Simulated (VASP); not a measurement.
The system is TiO2 (fluorite type).

```
Ti O
1.0
     0.00000    2.46621    2.46621
     2.46621    0.00000    2.46621
     2.46621    2.46621    0.00000
Ti O
1 2
Direct
  0.00000 0.00000 0.00000
  0.25000 0.25000 0.25000
  0.75000 0.75000 0.75000
```

```yaml
Program: VASP 6.6.1
Task: relaxation of cell and atoms
Functional: PBE
Potentials_or_basis: VASP PAW PBE potentials, release 64 (Ti_sv, O)
Cutoff: 600 eV
k_mesh: 12 × 12 × 12
Occupations: fermi-dirac, width 0.1 eV
Spin: no spin polarisation
```

At the start: pressure -13.3 GPa; volume 10.00 Å³/atom.

Problem. Where does the relaxation end?

Solution. Over 6 steps the energy falls by 25.9 meV/atom and the volume is 9.41 Å³/atom (-5.9 %); space group Fm-3m (No. 225, to 0.05 Å).

Step by step:
```
step  energy change (eV)  largest force (eV/Å)  pressure (GPa)  volume (Å³)
   1              0.0000                0.0000          -13.25        30.00
   2              0.0079                0.0000           17.28        26.55
   3             -0.0776                0.0000           -0.19        28.24
   4             -0.0776                0.0000            0.14        28.21
   5             -0.0776                0.0000           -0.12        28.24
   6             -0.0776                0.0000            0.00        28.22
```

Final structure:
```yaml
crystal:
  lattice:
    - [0.00000, 2.41652, 2.41652]
    - [2.41652, 0.00000, 2.41652]
    - [2.41652, 2.41652, 0.00000]
  atoms:
    - { symbol: Ti, position: [0.00000, 0.00000, 0.00000] }
    - { symbol: O, position: [0.25000, 0.25000, 0.25000] }
    - { symbol: O, position: [0.75000, 0.75000, 0.75000] }
```
